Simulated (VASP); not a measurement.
# Nb (P6_3/mmc) in VASP: a series of runs

The runs below take Nb through single point, with PBE, HSE06.

All numbers are computed with VASP 6.6.1; they aren't measurements. Logs are shortened: lines on timing, memory, paths and dates and some standing lists are left out, and cuts for length are marked.

### Step 1. The cell of the first run

Symmetry: P6_3/mmc, No. 194, hexagonal system. Conventional cell: a = 2.870 Å, b = 2.870 Å, c = 5.242 Å, α = 90.00°, β = 90.00°, γ = 120.00°. Nb (site symmetry -6m2) has 12 Nb at 2.87 to 3.10 Å within 3.8 Å.

This isn't the form of Nb at room conditions, which is bcc.

### Step 2. Single point, PBE

File INCAR:

```
PREC = Accurate ; ENCUT = 520
EDIFF = 1E-7 ; ISMEAR = -1
SIGMA = 0.1 ; LREAL = False
LASPH = True ; NELM = 100
ALGO = Normal ; ISIF = 2
LWAVE = False ; LCHARG = False
GGA = PE ; NBANDS = 20
```

File KPOINTS:

```
regular mesh
0
Gamma
  21 21 10
```

File POSCAR:

```
Nb
1.0
    2.8701074230      0.0000000000      0.0000000000
   -1.4350537115      2.4855859399      0.0000000000
    0.0000000000      0.0000000000      5.2418368265
Nb
2
Direct
    0.3333333333      0.6666666667      0.2500000000
    0.6666666667      0.3333333333      0.7500000000
```

Potentials or basis: VASP PAW PBE potentials, release 64 (Nb_sv).

Command:

```sh
cat potpaw_PBE.64/Nb_sv/POTCAR > POTCAR
mpirun -np 1 vasp_std > vasp.out
```

OUTCAR:

```text
PREC = Accurate
   ENCUT = 520
   EDIFF = 1E-7
   ISMEAR = -1
   LREAL = False
   LASPH = True
   NELM = 100
   ISIF = 2
   GGA = PE

 ion  position               nearest neighbor table
   1  0.333  0.667  0.250-
   2  0.667  0.333  0.750-

  LATTYP: Found a hexagonal cell.
 ALAT       =     2.8701074230
 C/A-ratio  =     1.8263556216

  Lattice vectors:

 A1 = (   2.8701074230,   0.0000000000,   0.0000000000)
 A2 = (  -1.4350537115,   2.4855859399,   0.0000000000)
 A3 = (   0.0000000000,   0.0000000000,   5.2418368265)

Analysis of symmetry for initial positions (statically):
=====================================================================
 Subroutine PRICEL returns:
 Original cell was already a primitive cell.

 Routine SETGRP: Setting up the symmetry group for a
 hexagonal supercell.

 Subroutine GETGRP returns: Found 24 space group operations
 (whereof 12 operations were pure point group operations)
 out of a pool of 24 trial point group operations.

The static configuration has the point symmetry D_3d.
 The point group associated with its full space group is D_6h.

Analysis of symmetry for dynamics (positions and initial velocities):
=====================================================================
 Subroutine PRICEL returns:
 Original cell was already a primitive cell.

 Routine SETGRP: Setting up the symmetry group for a
 hexagonal supercell.

 Subroutine GETGRP returns: Found 24 space group operations
 (whereof 12 operations were pure point group operations)
 out of a pool of 24 trial point group operations.

The dynamic configuration has the point symmetry D_3d.
 The point group associated with its full space group is D_6h.

 Subroutine INISYM returns: Found 24 space group operations
 (whereof 12 operations are pure point group operations),
 and found     1 'primitive' translations

----------------------------------------------------------------------------------------

                                     Primitive cell

  volume of cell :      37.3947

  direct lattice vectors                    reciprocal lattice vectors
[... 78 lines left out ...]
   PREC   = accura    normal or accurate (medium, high low for compatibility)
   ISTART =      0    job   : 0-new  1-cont  2-samecut
   ICHARG =      2    charge: 1-file 2-atom 10-const
   ISPIN  =      1    spin polarized calculation?
   LNONCOLLINEAR =      F non collinear calculations
   LSORBIT =      F    spin-orbit coupling
   LASPH  =      T    aspherical Exc in radial PAW
   ENCUT  =  520.0 eV  38.22 Ry    6.18 a.u.   5.34  5.34  9.75*2*pi/ulx,y,z
   NELM   =    100;   NELMIN=  2; NELMDL= -5     # of ELM steps
   EDIFF  = 0.1E-06   stopping-criterion for ELM
   LREAL  =      F    real-space projection
   EDIFFG = 0.1E-05   stopping-criterion for IOM
   NSW    =      0    number of steps for IOM
   IBRION =     -1    ionic relax: 0-MD 1-quasi-New 2-CG
   NFREE  =      0    steps in history (QN), initial steepest desc. (CG)
   ISIF   =      2    stress and relaxation
   ISYM   =      2    0-nonsym 1-usesym 2-fastsym
   POTIM  = 0.5000    time-step for ionic-motion
   TEBEG  =    0.0;   TEEND  =   0.0 temperature during run
   PSTRESS=    0.0 pullay stress
   NELECT =      26.0000    total number of electrons
   NUPDOWN=      -1.0000    fix difference up-down
   EMIN   =  10.00;   EMAX   =-10.00  energy-range for DOS
   EFERMI =   0.00;   METHOD = LEGACY
   ISMEAR =    -1;   SIGMA  =   0.10  broadening in eV -4-tet -1-fermi 0-gaus
   EFERMI_NEDOS =   21; number of points for ismear=-14 and -15
   IALGO  =     38    algorithm
   IMIX   =      4    mixing-type and parameters
     AMIX     =   0.40;   BMIX     =  1.00
     AMIX_MAG =   1.60;   BMIX_MAG =  1.00
  volume/ion in A,a.u.               =      18.70       126.18
  Fermi-wavevector in a.u.,A,eV,Ry     =   1.450315  2.740699 28.618697  2.103415
  Thomas-Fermi vector in A             =   2.567942
   LORBIT       =      0    0 simple, 1 ext, 2 COOP (PROOUT), +10 PAW based schemes
   GGA     = PE    functional components
   LHFCALC =     F    Hartree Fock is set to
   AEXX    =    0.0000 exact exchange contribution
   IVDW    =     0    specifies the selected vdW correction
   LEPSILON=     F    determine dielectric tensor
   LRPA    =     F    only Hartree local field effects (RPA)
 non-spin polarized calculation
  energy-cutoff  :      520.00
  volume of cell :       37.39
 maximum number of plane-waves:      1027
 NGX is ok and might be reduce to    24
   NGX = 11   NGY = 11   NGZ = 19

 number of electron      26.0000001 magnetization

 Free energy of the ion-electron system (eV)
  ---------------------------------------------------
  ext. energy  EPLUGINS =         0.00000000
  ---------------------------------------------------
  free energy    TOTEN  =       -19.89054908 eV

  energy without entropy =      -19.79753252  energy(sigma->0) =      -19.84404080

 E-fermi :  11.0223     XC(G=0): -12.2918

 val. band max:       11.0217811809   @ k =   0.4286   0.0952   0.0000
 cond. band min:      11.0248620848   @ k =   0.3810   0.2381   0.2000
 fundamental gap:      0.0030809040
 Fermi energy:        11.0223400285

 k-point     1 :       0.0000    0.0000    0.0000
  band No.  band energies     occupation
      1     -43.7307      2.00000
      2     -43.6081      2.00000
      3     -20.2051      2.00000
      4     -19.2899      2.00000
      5     -19.0669      2.00000
      6     -19.0669      2.00000
[... 541 lines left out ...]
     19      15.2688      0.00000
     20      18.6830      0.00000

 [... further k-points ...]

------------------------ aborting loop because EDIFF is reached ----------------------------------------

  FORCE on cell =-STRESS in cart. coord.  units (eV):
  Direction    XX          YY          ZZ          XY          YZ          ZX
  --------------------------------------------------------------------------------------
  -------------------------------------------------------------------------------------
  Total       -0.1007819     -0.1007819     -0.0595693      0.0000000     -0.0000000      0.0000000
  in kB       -4.3180000     -4.3180000     -2.5522466      0.0000000     -0.0000000      0.0000000
  external PRESSURE =      -3.7294155 kB  Pullay stress =       0.0000000 kB

 VOLUME and BASIS-vectors are now :
 -----------------------------------------------------------------------------
  energy-cutoff  :      520.00
  volume of cell :       37.39
      direct lattice vectors                 reciprocal lattice vectors
     2.870107423  0.000000000  0.000000000     0.348419015  0.201159812  0.000000000
    -1.435053711  2.485585940  0.000000000     0.000000000  0.402319624  0.000000000
     0.000000000  0.000000000  5.241836827     0.000000000  0.000000000  0.190772821

 POSITION                                       TOTAL-FORCE (eV/Angst)
 -----------------------------------------------------------------------------------
     -0.00000      1.65706      1.31046        -0.000000     -0.000000      0.000000
      1.43505      0.82853      3.93138         0.000000      0.000000      0.000000
 -----------------------------------------------------------------------------------
    total drift:                                0.000000     -0.000000      0.000000

  FREE ENERGIE OF THE ION-ELECTRON SYSTEM (eV)
  ---------------------------------------------------
  free  energy   TOTEN  =       -19.8905490810 eV

  energy  without entropy=      -19.7975325209  energy(sigma->0) =      -19.84404080
```

Wall time 1.9 min (1 thread of AMD EPYC 9R45 (Zen 5), shared host); peak memory 0.26 GiB.

Results:

```
Free energy            : -19.8905 eV
Pressure               : -0.4 GPa
Band gap on the k mesh : zero (bands 13 and 14 overlap by 2.77 eV)
```

Stress tensor (GPa, compression positive):
```
-0.43  0.00  0.00
 0.00 -0.43  0.00
 0.00  0.00 -0.26
```

Levels at points of the mesh, in eV from the Fermi level:
| k point | band 11 | band 12 | band 13 | band 14 | band 15 | band 16 |
| --- | --- | --- | --- | --- | --- | --- |
| (0.00, 0.00, 0.00) | -0.97 | 0.32 | 0.32 | 0.42 | 0.76 | 0.76 |
| (0.00, 0.00, 0.50) | -1.24 | -1.24 | 0.38 | 0.38 | 0.38 | 0.38 |

### Step 3. Single point, HSE06

File POSCAR:

```
Nb
1.0
    2.8701074226      0.0000000000      0.0000000000
   -1.4350537113      2.4855859395      0.0000000000
    0.0000000000      0.0000000000      5.2418368294
Nb
2
Direct
    0.3333333333      0.6666666667      0.2500000000
    0.6666666667      0.3333333333      0.7500000000
```

File INCAR.step1:

```
  ALGO = Normal
  EDIFF = 1E-5
  ENCUT = 520
  GGA = PE
  ISIF = 2
  ISMEAR = -1
  LASPH = True
  LCHARG = False
  LREAL = False
  LWAVE = True
  NBANDS = 20
  NELM = 60
  PREC = Accurate
  SIGMA = 0.1
```

File INCAR.step2:

```
  ALGO = Normal
  EDIFF = 1E-7
  ENCUT = 520
  GGA = PE
  HFSCREEN = 0.2079
  ISIF = 2
  ISMEAR = -1
  ISTART = 1
  LASPH = True
  LCHARG = False
  LHFCALC = True
  LREAL = False
  LWAVE = False
  NBANDS = 20
  NELM = 60
  PREC = Accurate
  PRECFOCK = Normal
  SIGMA = 0.1
```

File KPOINTS:

```
k-points
0
Gamma
  7 7 3
```

Potentials or basis: VASP PAW PBE potentials, release 64 (Nb_sv).

Command:

```sh
cat potpaw_PBE.64/Nb_sv/POTCAR > POTCAR
cp INCAR.step1 INCAR
mpirun -np 1 vasp_std > vasp.out
cp INCAR.step2 INCAR
mpirun -np 1 vasp_std > vasp.out
```

It took 1.6 h on 1 thread of AMD EPYC 7R43 (Zen 3), shared host; peak memory 0.24 GiB.

The run converged. Its results:

- Free energy: -23.0162 eV
- Pressure: -2.9 GPa
- Band gap on the k mesh: zero (bands 13 and 14 overlap by 1.39 eV)

Stress tensor (GPa, compression positive):
```
-2.04  0.00  0.00
 0.00 -2.04  0.00
 0.00  0.00 -4.55
```

Levels at points of the mesh, in eV from the Fermi level:
```
           k point  band 11  band 12  band 13  band 14  band 15  band 16
(0.00, 0.00, 0.00)    -1.11     0.11     0.67     0.67     1.22     1.22
```

Caveat: the k points lie up to 0.40 Å⁻¹ apart, too coarse for converged energies and pressures of a metal; the PAW data sets were made with another functional, which shifts forces and pressure a little.
